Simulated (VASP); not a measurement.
# GaS (P6_3/mmc) in VASP: relaxation of cell and atoms with PBE+D3(BJ)

Aim: the relaxation of cell and atoms of GaS with PBE+D3(BJ).

All numbers are computed with VASP 6.6.1; they aren't measurements. Logs are shortened: lines on timing, memory, paths and dates and some standing lists are left out, and cuts for length are marked.

**1. The cell of the first run**

The structure is hexagonal, space group P6_3/mmc (No. 194). The conventional cell has a = 3.585 Å, b = 3.585 Å, c = 15.500 Å, α = 90.00°, β = 90.00°, γ = 120.00°. Within 3.1 Å of Ga (site symmetry 3m) lie 3 S at 2.34 Å and 1 Ga at 2.48 Å. Within 3.1 Å of S (site symmetry 3m) lie 3 Ga at 2.34 Å.

**2. Relaxation of cell and atoms, PBE+D3(BJ)**

The input, INCAR:

```
SYSTEM = GaS
PREC = Accurate
ENCUT = 500
EDIFF = 1E-7
ISMEAR = -1
SIGMA = 0.02
LREAL = .FALSE.
LASPH = .TRUE.
NELM = 120
ALGO = Normal
ISIF = 3
LWAVE = .FALSE.
LCHARG = .FALSE.
GGA = PE
IVDW = 12
IBRION = 2
NSW = 80
EDIFFG = -0.005
GGA_COMPAT = .FALSE.
NELMIN = 4
```

The input, KPOINTS:

```
regular mesh
0
G
  12 12 2
  0 0 0
```

The input, POSCAR:

```
GaS
1.0
    3.5850000000      0.0000000000      0.0000000000
   -1.7925000000      3.1047010726      0.0000000000
    0.0000000000      0.0000000000     15.5000000000
Ga S
4 4
Direct
    0.3333333333      0.6666666667      0.1700000000
    0.6666666667      0.3333333333      0.6700000000
    0.3333333333      0.6666666667      0.3300000000
    0.6666666667      0.3333333333      0.8300000000
    0.3333333333      0.6666666667      0.6000000000
    0.6666666667      0.3333333333      0.1000000000
    0.3333333333      0.6666666667      0.9000000000
    0.6666666667      0.3333333333      0.4000000000
```

Potentials or basis: VASP PAW PBE potentials, release 64 (Ga_d, S).

Command:

```bash
$ cat potpaw_PBE.64/Ga_d/POTCAR potpaw_PBE.64/S/POTCAR > POTCAR
$ mpirun -np 1 vasp_std > vasp.out
```

OUTCAR:

```text
SYSTEM = GaS
   PREC = Accurate
   ENCUT = 500
   EDIFF = 1E-7
   ISMEAR = -1
   LREAL = .FALSE.
   LASPH = .TRUE.
   NELM = 120
   ISIF = 3
   GGA = PE
   IVDW = 12
   IBRION = 2
   NSW = 80
   EDIFFG = -0.005
   NELMIN = 4
 IVDW          = 12

 ion  position               nearest neighbor table
   1  0.333  0.667  0.170-   6 2.34   6 2.34   6 2.34   3 2.48
   2  0.667  0.333  0.670-   5 2.34   5 2.34   5 2.34   4 2.48
   3  0.333  0.667  0.330-   8 2.34   8 2.34   8 2.34   1 2.48
   4  0.667  0.333  0.830-   7 2.34   7 2.34   7 2.34   2 2.48
   5  0.333  0.667  0.600-   2 2.34   2 2.34   2 2.34
   6  0.667  0.333  0.100-   1 2.34   1 2.34   1 2.34
   7  0.333  0.667  0.900-   4 2.34   4 2.34   4 2.34
   8  0.667  0.333  0.400-   3 2.34   3 2.34   3 2.34

  LATTYP: Found a hexagonal cell.
 ALAT       =     3.5850000000
 C/A-ratio  =     4.3235704324

  Lattice vectors:

 A1 = (   3.5850000000,   0.0000000000,   0.0000000000)
 A2 = (  -1.7925000000,   3.1047010726,   0.0000000000)
 A3 = (   0.0000000000,   0.0000000000,  15.5000000000)

Analysis of symmetry for initial positions (statically):
=====================================================================
 Subroutine PRICEL returns:
 Original cell was already a primitive cell.

 Routine SETGRP: Setting up the symmetry group for a
 hexagonal supercell.

 Subroutine GETGRP returns: Found 24 space group operations
 (whereof 12 operations were pure point group operations)
 out of a pool of 24 trial point group operations.

The static configuration has the point symmetry D_3d.
 The point group associated with its full space group is D_6h.

Analysis of symmetry for dynamics (positions and initial velocities):
=====================================================================
 Subroutine PRICEL returns:
 Original cell was already a primitive cell.

 Routine SETGRP: Setting up the symmetry group for a
 hexagonal supercell.

 Subroutine GETGRP returns: Found 24 space group operations
 (whereof 12 operations were pure point group operations)
 out of a pool of 24 trial point group operations.

The dynamic configuration has the point symmetry D_3d.
 The point group associated with its full space group is D_6h.

 Subroutine INISYM returns: Found 24 space group operations
 (whereof 12 operations are pure point group operations),
 and found     1 'primitive' translations

----------------------------------------------------------------------------------------

                                     Primitive cell

  volume of cell :     172.5205

  direct lattice vectors                    reciprocal lattice vectors
     3.585000000  0.000000000  0.000000000     0.278940028  0.161046100  0.000000000
    -1.792500000  3.104701073  0.000000000     0.000000000  0.322092200  0.000000000
     0.000000000  0.000000000 15.500000000     0.000000000  0.000000000  0.064516129

  length of vectors
     3.585000000  3.585000000 15.500000000     0.322092200  0.322092200  0.064516129

  position of ions in fractional coordinates (direct lattice)
     0.333333333  0.666666667  0.170000000
     0.666666667  0.333333333  0.670000000
     0.333333333  0.666666667  0.330000000
     0.666666667  0.333333333  0.830000000
     0.333333333  0.666666667  0.600000000
     0.666666667  0.333333333  0.100000000
     0.333333333  0.666666667  0.900000000
     0.666666667  0.333333333  0.400000000

  ion indices of the primitive-cell ions
   primitive index   ion index
                 1           1
                 2           2
                 3           3
                 4           4
                 5           5
                 6           6
                 7           7
                 8           8

----------------------------------------------------------------------------------------

 KPOINTS: regular mesh

Automatic generation of k-mesh.
 Grid dimensions read from file:
 generate k-points for:   12   12    2

 Generating k-lattice:

  Cartesian coordinates                     Fractional coordinates (reciprocal lattice)
     0.023245002  0.013420508  0.000000000     0.083333333 -0.000000000  0.000000000
     0.000000000  0.026841017  0.000000000     0.000000000  0.083333333  0.000000000
     0.000000000  0.000000000  0.032258065     0.000000000  0.000000000  0.500000000

  Length of vectors
     0.026841017  0.026841017  0.032258065

  Shift w.r.t. Gamma in fractional coordinates (k-lattice)
     0.000000000  0.000000000  0.000000000

 Subroutine IBZKPT returns following result:
 ===========================================

 Found     38 irreducible k-points:

 Following reciprocal coordinates:
            Coordinates               Weight
  0.000000  0.000000  0.000000      1.000000
  0.083333  0.000000  0.000000      6.000000
  0.166667  0.000000  0.000000      6.000000
  0.250000  0.000000  0.000000      6.000000
  0.333333  0.000000  0.000000      6.000000
  0.416667  0.000000  0.000000      6.000000
[... 16 lines left out ...]
  0.250000  0.000000  0.500000      6.000000
  0.333333  0.000000  0.500000      6.000000
 [... further k-points ...]
   k-points           NKPTS =     38   k-points in BZ     NKDIM =     38   number of bands    NBANDS=     45
   number of dos      NEDOS =    301   number of ions     NIONS =      8
   total plane-waves  NPLWV =  94080
   dimension x,y,z NGX =    28 NGY =   28 NGZ =  120
   dimension x,y,z NGXF=    56 NGYF=   56 NGZF=  240
   ions per type =               4   4
   NGX,Y,Z   is equivalent  to a cutoff of  12.98, 12.98, 12.87 a.u.
   NGXF,Y,Z  is equivalent  to a cutoff of  25.97, 25.97, 25.74 a.u.
 SYSTEM =  GaS
   PREC   = accura    normal or accurate (medium, high low for compatibility)
   ISTART =      0    job   : 0-new  1-cont  2-samecut
   ICHARG =      2    charge: 1-file 2-atom 10-const
   ISPIN  =      1    spin polarized calculation?
   LNONCOLLINEAR =      F non collinear calculations
   LSORBIT =      F    spin-orbit coupling
   LASPH  =      T    aspherical Exc in radial PAW
   ENCUT  =  500.0 eV  36.75 Ry    6.06 a.u.   6.54  6.54 28.26*2*pi/ulx,y,z
   NELM   =    120;   NELMIN=  4; NELMDL= -5     # of ELM steps
   EDIFF  = 0.1E-06   stopping-criterion for ELM
   LREAL  =      F    real-space projection
   EDIFFG = -.5E-02   stopping-criterion for IOM
   NSW    =     80    number of steps for IOM
   IBRION =      2    ionic relax: 0-MD 1-quasi-New 2-CG
   NFREE  =      1    steps in history (QN), initial steepest desc. (CG)
   ISIF   =      3    stress and relaxation
   ISYM   =      2    0-nonsym 1-usesym 2-fastsym
   POTIM  = 0.5000    time-step for ionic-motion
   TEBEG  =    0.0;   TEEND  =   0.0 temperature during run
   PSTRESS=    0.0 pullay stress
   NELECT =      76.0000    total number of electrons
   NUPDOWN=      -1.0000    fix difference up-down
   EMIN   =  10.00;   EMAX   =-10.00  energy-range for DOS
   EFERMI =   0.00;   METHOD = LEGACY
   ISMEAR =    -1;   SIGMA  =   0.02  broadening in eV -4-tet -1-fermi 0-gaus
   EFERMI_NEDOS =   21; number of points for ismear=-14 and -15
   IALGO  =     38    algorithm
   IMIX   =      4    mixing-type and parameters
     AMIX     =   0.40;   BMIX     =  1.00
     AMIX_MAG =   1.60;   BMIX_MAG =  1.00
  volume/ion in A,a.u.               =      21.57       145.53
  Fermi-wavevector in a.u.,A,eV,Ry     =   1.245659  2.353954 21.111700  1.551666
  Thomas-Fermi vector in A             =   2.379871
   LORBIT       =      0    0 simple, 1 ext, 2 COOP (PROOUT), +10 PAW based schemes
   GGA     = PE    functional components
   LHFCALC =     F    Hartree Fock is set to
   AEXX    =    0.0000 exact exchange contribution
   IVDW    =    12    specifies the selected vdW correction
   LEPSILON=     F    determine dielectric tensor
   LRPA    =     F    only Hartree local field effects (RPA)
 conjugate gradient relaxation of ions
 non-spin polarized calculation
  energy-cutoff  :      500.00
  volume of cell :      172.52
 maximum number of plane-waves:      4437
 NGX is ok and might be reduce to    28
   NGX = 13   NGY = 13   NGZ = 57

--------------------------------------- Ionic step        1  -------------------------------------------

 number of electron      76.0000014 magnetization

 Free energy of the ion-electron system (eV)
  ---------------------------------------------------
  ext. energy  EPLUGINS =         0.00000000
  ---------------------------------------------------
  free energy    TOTEN  =       -33.21094774 eV

  energy without entropy =      -33.21094774  energy(sigma->0) =      -33.21094774

------------------------ aborting loop because EDIFF is reached ----------------------------------------

 Edisp (eV)   -2.18150

 E8    (eV) :    -0.9068

  FORCE on cell =-STRESS in cart. coord.  units (eV):
  Direction    XX          YY          ZZ          XY          YZ          ZX
  --------------------------------------------------------------------------------------
  -------------------------------------------------------------------------------------
  Total       0.32245     0.32245    -0.83071     0.00000    -0.00000     0.00000
  in kB       2.99458     2.99458    -7.71467     0.00000    -0.00000     0.00000
  external pressure =       -0.58 kB  Pullay stress =        0.00 kB
[... 257 lines left out ...]
  energy  without entropy=      -35.3999283741  energy(sigma->0) =      -35.39992837

--------------------------------------- Ionic step        7  -------------------------------------------

 number of electron      76.0000023 magnetization

 Free energy of the ion-electron system (eV)
  ---------------------------------------------------
  ext. energy  EPLUGINS =         0.00000000
  ---------------------------------------------------
  free energy    TOTEN  =       -33.20957520 eV

  energy without entropy =      -33.20957520  energy(sigma->0) =      -33.20957520

 E-fermi :   4.4292     XC(G=0):  -9.5120

 val. band max:        3.9865044482   @ k =   0.0000   0.0000   0.0000
 cond. band min:       5.5482798170   @ k =   0.5000   0.0000   0.0000
 fundamental gap:      1.5617753688
 Fermi energy:         4.4291626469

 k-point     1 :       0.0000    0.0000    0.0000
  band No.  band energies     occupation
      1     -10.9895      2.00000
      2     -10.9864      2.00000
      3     -10.8590      2.00000
      4     -10.8590      2.00000
      5     -10.8588      2.00000
      6     -10.8588      2.00000
[... 1141 lines left out ...]
     44       8.4920      0.00000
     45       8.6323      0.00000

 [... further k-points ...]

------------------------ aborting loop because EDIFF is reached ----------------------------------------

 Edisp (eV)   -2.19036

 E8    (eV) :    -0.9107

  FORCE on cell =-STRESS in cart. coord.  units (eV):
  Direction    XX          YY          ZZ          XY          YZ          ZX
  --------------------------------------------------------------------------------------
  -------------------------------------------------------------------------------------
  Total      -0.00062    -0.00062    -0.00407     0.00000     0.00000     0.00000
  in kB      -0.00575    -0.00575    -0.03791     0.00000     0.00000     0.00000
  external pressure =       -0.02 kB  Pullay stress =        0.00 kB
[... 23 lines left out ...]
  FREE ENERGIE OF THE ION-ELECTRON SYSTEM (eV)
  ---------------------------------------------------
  free  energy   TOTEN  =       -35.3999328265 eV

  energy  without entropy=      -35.3999328265  energy(sigma->0) =      -35.39993283

 reached required accuracy - stopping structural energy minimisation
```

It took 34 min on 1 thread of Oxide Virtual Turin-like, shared host; peak memory 0.4 GiB.

What came out:

```
Free energy                           : -35.3999 eV
Relaxed volume                        : 21.49 Å³/atom
Relaxed cell                          : a = 3.588 Å, b = 3.588 Å, c = 15.423 Å, α = 90.00°, β = 90.00°, γ = 120.00°
Space group after relaxing (to 0.1 Å) : P6_3/mmc (No. 194)
Energy gained by relaxing             : 0.9 meV/atom
Ionic steps                           : 7
Pressure after relaxing               : 0.0 GPa
Largest force after relaxing          : 0.005 eV/Å
Band gap on the k mesh                : 1.56 eV (least direct gap 1.67 eV)
Dispersion energy per atom            : -0.274 eV
```

Forces on the atoms (eV/Å):
```
Ga   0.000  0.000  0.002
Ga   0.000  0.000  0.002
Ga   0.000  0.000 -0.002
Ga   0.000  0.000 -0.002
S    0.000  0.000  0.005
S    0.000  0.000  0.005
S    0.000  0.000 -0.005
S    0.000  0.000 -0.005
```

Step by step:
```
step  energy change (eV)  largest force (eV/Å)  pressure (GPa)  volume (Å³)
   1              0.0000                0.2540           -0.06       172.52
   2             -0.0065                0.0825           -0.23       172.32
   3             -0.0071                0.0324           -0.19       172.37
   4             -0.0074                0.0052            0.09       171.75
   5             -0.0075                0.0053            0.01       171.92
   6             -0.0075                0.0059           -0.01       171.93
   7             -0.0075                0.0048            0.00       171.95
```

Final structure:
```
Ga S
1.0
     3.58796    0.00000    0.00000
    -1.79398    3.10726    0.00000
     0.00000    0.00000   15.42300
Ga S
4 4
Direct
  0.33333 0.66667 0.17063
  0.66667 0.33333 0.67063
  0.33333 0.66667 0.32937
  0.66667 0.33333 0.82937
  0.33333 0.66667 0.59995
  0.66667 0.33333 0.09995
  0.33333 0.66667 0.90005
  0.66667 0.33333 0.40005
```

Levels at points of the mesh, in eV from the valence-band top:
```
           k point  band 34  band 35  band 36  band 37  band 38  band 39  band 40  band 41  band 42  band 43
(0.00, 0.00, 0.00)    -1.51    -1.46    -1.41    -1.41     0.00     1.67     2.37     2.85     3.06     4.62
(0.50, 0.00, 0.00)    -2.74    -2.56    -2.36    -2.24    -1.67     1.56     1.70     2.06     2.40     3.97
(0.00, 0.00, 0.50)    -1.44    -1.44    -1.44    -0.73    -0.73     2.11     2.11     2.93     2.93     4.67
(0.50, 0.00, 0.50)    -2.62    -2.58    -2.58    -1.95    -1.95     1.78     1.78     2.07     2.07     3.88
```
